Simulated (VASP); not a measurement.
# Si (Pm-3m) in VASP: a series of runs

Si is run at these levels: LDA; tasks: single point.

Program: VASP 6.6.1. These are calculated values, not measurements. Logs are shortened: lines on timing, memory, paths and dates and some standing lists are left out, and cuts for length are marked.

## Step 1: The cell of the first run

The structure is cubic, space group Pm-3m (No. 221). Conventional cell: a = 1.916 Å, b = 1.916 Å, c = 1.916 Å, α = 90.00°, β = 90.00°, γ = 90.00°. Si (site symmetry m-3m) has 6 Si at 1.92 Å within 2.5 Å.

## Step 2: Single point, LDA (volume scaled by 0.45)

Contents of INCAR:

```
SYSTEM = Si
PREC = Accurate ; ENCUT = 520
EDIFF = 1E-6 ; ISMEAR = -1
SIGMA = 0.1 ; LREAL = .FALSE.
LASPH = .TRUE. ; NELM = 100
ALGO = Normal ; ISIF = 2
LWAVE = .FALSE. ; LCHARG = .TRUE.
LELF = .TRUE. ; LVHAR = .TRUE.
NBANDS = 8
```

Contents of KPOINTS:

```
regular mesh
0
G
  16 16 16
  0 0 0
```

Contents of POSCAR:

```
Si
1.0
    1.9163120558      0.0000000000      0.0000000000
    0.0000000000      1.9163120558      0.0000000000
    0.0000000000      0.0000000000      1.9163120558
Si
1
Direct
    0.0000000000      0.0000000000      0.0000000000
```

Potentials or basis: VASP PAW LDA potentials, release 64 (Si).

Started as:

```bash
$ cat potpaw_LDA.64/Si/POTCAR > POTCAR
$ mpirun -np 1 vasp_std > vasp.out
```

OUTCAR:

```text
SYSTEM = Si
   PREC = Accurate
   ENCUT = 520
   EDIFF = 1E-6
   ISMEAR = -1
   LREAL = .FALSE.
   LASPH = .TRUE.
   NELM = 100
   ISIF = 2

 ion  position               nearest neighbor table
   1  0.000  0.000  0.000-

  LATTYP: Found a simple cubic cell.
 ALAT       =     1.9163120558

  Lattice vectors:

 A1 = (   1.9163120558,   0.0000000000,   0.0000000000)
 A2 = (   0.0000000000,   1.9163120558,   0.0000000000)
 A3 = (   0.0000000000,   0.0000000000,   1.9163120558)

Analysis of symmetry for initial positions (statically):
=====================================================================
 Subroutine PRICEL returns:
 Original cell was already a primitive cell.

 Routine SETGRP: Setting up the symmetry group for a
 simple cubic supercell.

 Subroutine GETGRP returns: Found 48 space group operations
 (whereof 48 operations were pure point group operations)
 out of a pool of 48 trial point group operations.

The static configuration has the point symmetry O_h .

Analysis of symmetry for dynamics (positions and initial velocities):
=====================================================================
 Subroutine PRICEL returns:
 Original cell was already a primitive cell.

 Routine SETGRP: Setting up the symmetry group for a
 simple cubic supercell.

 Subroutine GETGRP returns: Found 48 space group operations
 (whereof 48 operations were pure point group operations)
 out of a pool of 48 trial point group operations.

The dynamic configuration has the point symmetry O_h .

 Subroutine INISYM returns: Found 48 space group operations
 (whereof 48 operations are pure point group operations),
 and found     1 'primitive' translations

----------------------------------------------------------------------------------------

                                     Primitive cell

  volume of cell :       7.0372

  direct lattice vectors                    reciprocal lattice vectors
     1.916312056  0.000000000  0.000000000     0.521835678  0.000000000  0.000000000
     0.000000000  1.916312056  0.000000000     0.000000000  0.521835678  0.000000000
     0.000000000  0.000000000  1.916312056     0.000000000  0.000000000  0.521835678

  length of vectors
     1.916312056  1.916312056  1.916312056     0.521835678  0.521835678  0.521835678

[... 77 lines left out ...]
   NELM   =    100;   NELMIN=  2; NELMDL= -5     # of ELM steps
   EDIFF  = 0.1E-05   stopping-criterion for ELM
   LREAL  =      F    real-space projection
   EDIFFG = 0.1E-04   stopping-criterion for IOM
   NSW    =      0    number of steps for IOM
   IBRION =     -1    ionic relax: 0-MD 1-quasi-New 2-CG
   NFREE  =      0    steps in history (QN), initial steepest desc. (CG)
   ISIF   =      2    stress and relaxation
   ISYM   =      2    0-nonsym 1-usesym 2-fastsym
   POTIM  = 0.5000    time-step for ionic-motion
   TEBEG  =    0.0;   TEEND  =   0.0 temperature during run
   PSTRESS=    0.0 pullay stress
   NELECT =       4.0000    total number of electrons
   NUPDOWN=      -1.0000    fix difference up-down
   EMIN   =  10.00;   EMAX   =-10.00  energy-range for DOS
   EFERMI =   0.00;   METHOD = LEGACY
   ISMEAR =    -1;   SIGMA  =   0.10  broadening in eV -4-tet -1-fermi 0-gaus
   EFERMI_NEDOS =   21; number of points for ismear=-14 and -15
   IALGO  =     38    algorithm
   IMIX   =      4    mixing-type and parameters
     AMIX     =   0.40;   BMIX     =  1.00
     AMIX_MAG =   1.60;   BMIX_MAG =  1.00
  volume/ion in A,a.u.               =       7.04        47.49
  Fermi-wavevector in a.u.,A,eV,Ry     =   1.356111  2.562678 25.021621  1.839037
  Thomas-Fermi vector in A             =   2.483142
   LORBIT       =      0    0 simple, 1 ext, 2 COOP (PROOUT), +10 PAW based schemes
   GGA     = CA    functional components
   LHFCALC =     F    Hartree Fock is set to
   AEXX    =    0.0000 exact exchange contribution
   IVDW    =     0    specifies the selected vdW correction
   LEPSILON=     F    determine dielectric tensor
   LRPA    =     F    only Hartree local field effects (RPA)
 non-spin polarized calculation
  energy-cutoff  :      520.00
  volume of cell :        7.04
 maximum number of plane-waves:       197
   NGX =  7   NGY =  7   NGZ =  7

 number of electron       3.9999999 magnetization

 Free energy of the ion-electron system (eV)
  ---------------------------------------------------
  ext. energy  EPLUGINS =         0.00000000
  ---------------------------------------------------
  free energy    TOTEN  =         0.13659730 eV

  energy without entropy =        0.14328136  energy(sigma->0) =        0.13993933

 E-fermi :  22.3413     XC(G=0): -14.3741

 val. band max:       22.3072268751   @ k =   0.3750   0.3750   0.1875
 cond. band min:      22.3668299002   @ k =   0.4375   0.3750   0.1250
 fundamental gap:      0.0596030251
 Fermi energy:        22.3412841454

 k-point     1 :       0.0000    0.0000    0.0000
  band No.  band energies     occupation
      1       0.3025      2.00000
      2      29.7963      0.00000
      3      29.7963      0.00000
      4      37.7316      0.00000
      5      37.7316      0.00000
      6      37.7316      0.00000
      7      52.4919      0.00000
      8      62.2472      0.00000
[... 243 lines left out ...]
 k-point    24 :       0.5000    0.1250    0.0000
  band No.  band energies     occupation
      1       9.6160      2.00000
      2      10.8637      2.00000
      3      32.9995      0.00000
      4      36.3965      0.00000
      5      42.9601      0.00000
      6      46.8439      0.00000
      7      47.6600      0.00000
      8      49.7665      0.00000

 [... further k-points ...]

------------------------ aborting loop because EDIFF is reached ----------------------------------------

  FORCE on cell =-STRESS in cart. coord.  units (eV):
  Direction    XX          YY          ZZ          XY          YZ          ZX
  --------------------------------------------------------------------------------------
  -------------------------------------------------------------------------------------
  Total       18.1684184     18.1684184     18.1684184      0.0000000      0.0000000      0.0000000
  in kB     4136.4617217   4136.4617217   4136.4617217      0.0000000      0.0000000      0.0000000
  external PRESSURE =    4136.4617217 kB  Pullay stress =       0.0000000 kB

 VOLUME and BASIS-vectors are now :
 -----------------------------------------------------------------------------
  energy-cutoff  :      520.00
  volume of cell :        7.04
      direct lattice vectors                 reciprocal lattice vectors
     1.916312056  0.000000000  0.000000000     0.521835678  0.000000000  0.000000000
     0.000000000  1.916312056  0.000000000     0.000000000  0.521835678  0.000000000
     0.000000000  0.000000000  1.916312056     0.000000000  0.000000000  0.521835678

 POSITION                                       TOTAL-FORCE (eV/Angst)
 -----------------------------------------------------------------------------------
      0.00000      0.00000      0.00000         0.000000      0.000000      0.000000
 -----------------------------------------------------------------------------------
    total drift:                                0.000000      0.000000      0.000000

  FREE ENERGIE OF THE ION-ELECTRON SYSTEM (eV)
  ---------------------------------------------------
  free  energy   TOTEN  =         0.1365973044 eV

  energy  without entropy=        0.1432813590  energy(sigma->0) =        0.13993933
```

OSZICAR:

```text
N       E                     dE             d eps       ncg     rms          rms(c)
DAV:   1     0.196573220266E+01    0.19657E+01   -0.23481E+03  3520   0.408E+02
DAV:   2    -0.555611522577E-01   -0.20213E+01   -0.19386E+01  3832   0.329E+01
DAV:   3    -0.597048831289E-01   -0.41437E-02   -0.41393E-02  2984   0.148E+00
DAV:   4    -0.597063905827E-01   -0.15075E-05   -0.15076E-05  4128   0.288E-02
DAV:   5    -0.597063890496E-01    0.15331E-08   -0.31096E-09  2984   0.236E-04    0.105E+01
DAV:   6     0.684460789736E-01    0.12815E+00   -0.84525E-03  3520   0.564E-01    0.611E+00
DAV:   7     0.136409596312E+00    0.67964E-01   -0.14165E-02  3544   0.750E-01    0.282E-01
DAV:   8     0.136596978063E+00    0.18738E-03   -0.22942E-04  3160   0.950E-02    0.818E-02
DAV:   9     0.136597304358E+00    0.32629E-06   -0.40480E-06  3744   0.121E-02
   1 F= 0.13659730E+00 E0= 0.13993933E+00  d E =-.668405E-02
```

stdout:

```text
POSCAR found type information on POSCAR Si
 POSCAR found :  1 types and       1 ions
 scaLAPACK will be used
 LDA part: xc-table for (Slater(with rela. corr.)+CA(PZ))
 , standard interpolation
 POSCAR, INCAR and KPOINTS ok, starting setup
 FFT: planning ... GRIDC
 FFT: planning ... GRID_SOFT
 FFT: planning ... GRID
 WAVECAR not read
 entering main loop
```

It took 2.9 s on 1 thread of Intel Xeon Platinum 8488C (Sapphire Rapids), shared host; peak memory 0.11 GiB.

Results:

```
Free energy            : 0.1366 eV
Pressure               : 413.6 GPa
Band gap on the k mesh : zero (band 2 reaches 29.80 eV, above the bottom of band 3 at 18.54 eV)
```

## Step 3: Single point, LDA (volume scaled by 0.45)

Contents of INCAR:

```
PREC = Accurate
ENCUT = 520
EDIFF = 1E-7
ISMEAR = -1
SIGMA = 0.1
LREAL = F
LASPH = T
NELM = 80
ALGO = Normal
ISIF = 2
LWAVE = F
LCHARG = F
NBANDS = 8
```

Contents of KPOINTS:

```
regular mesh
0
Gamma
  16 16 16
```

POSCAR is that of step 2.

Potentials or basis: VASP PAW LDA potentials, release 64 (Si).

Started as:

```bash
$ cat potpaw_LDA.64/Si/POTCAR > POTCAR
$ mpirun -np 1 vasp_std > vasp.out
```

Run time: 4.6 s. Hardware: 1 thread of Intel Xeon Platinum 8488C (Sapphire Rapids), shared host; peak memory 0.1 GiB.

Results (log left out):

| Property | Result |
| --- | --- |
| Free energy | 0.1366 eV |
| Pressure | 413.6 GPa |
| Band gap on the k mesh | zero (band 2 reaches 29.80 eV, above the bottom of band 3 at 18.53 eV) |

Levels at points of the mesh, in eV from the Fermi level:
| k point | band 1 | band 2 | band 3 | band 4 | band 5 |
| --- | --- | --- | --- | --- | --- |
| (0.00, 0.00, 0.00) | -22.04 | 7.45 | 7.45 | 15.39 | 15.39 |
| (0.50, 0.00, 0.00) | -13.27 | -12.06 | 12.45 | 20.10 | 20.10 |
| (0.50, 0.50, 0.00) | -5.10 | -5.10 | -3.81 | -0.58 | 25.24 |
| (0.50, 0.50, 0.50) | 2.89 | 2.89 | 2.89 | 3.13 | 3.13 |

## Step 4: Single point, LDA (volume scaled by 0.45)

Contents of INCAR:

```
SYSTEM = Si
PREC = Accurate
ENCUT = 520
EDIFF = 1E-6
ISMEAR = -1
SIGMA = 0.1
LREAL = .FALSE.
LASPH = .TRUE.
NELM = 80
ALGO = Normal
ISIF = 2
LWAVE = .FALSE.
LCHARG = .TRUE.
GGA = CA
LELF = .TRUE.
LVHAR = .TRUE.
NBANDS = 8
```

Contents of KPOINTS:

```
regular mesh
0
G
  16 16 16
  0 0 0
```

POSCAR is that of step 3.

Started as:

```bash
$ cat potpaw_LDA.64/Si/POTCAR > POTCAR
$ mpirun -np 1 vasp_std > vasp.out
```

Run time: 3 s. Hardware: 1 thread of Intel Xeon Platinum 8488C (Sapphire Rapids), shared host; peak memory 0.11 GiB.

The run converged. Its results:

```
Free energy            : 0.1366 eV
Pressure               : 413.6 GPa
Band gap on the k mesh : zero (band 2 reaches 29.80 eV, above the bottom of band 3 at 18.54 eV)
```

Levels at points of the mesh, in eV from the Fermi level:
```tsv
k point	band 1	band 2	band 3	band 4	band 5	band 6	band 7
(0.00, 0.00, 0.00)	-22.04	7.46	7.46	15.39	15.39	15.39	30.15
(0.50, 0.00, 0.00)	-13.27	-12.06	12.45	20.10	20.10	24.41	24.41
(0.50, 0.50, 0.00)	-5.10	-5.10	-3.81	-0.58	25.24	25.24	34.45
(0.50, 0.50, 0.50)	2.89	2.89	2.89	3.13	3.13	3.13	11.13
```
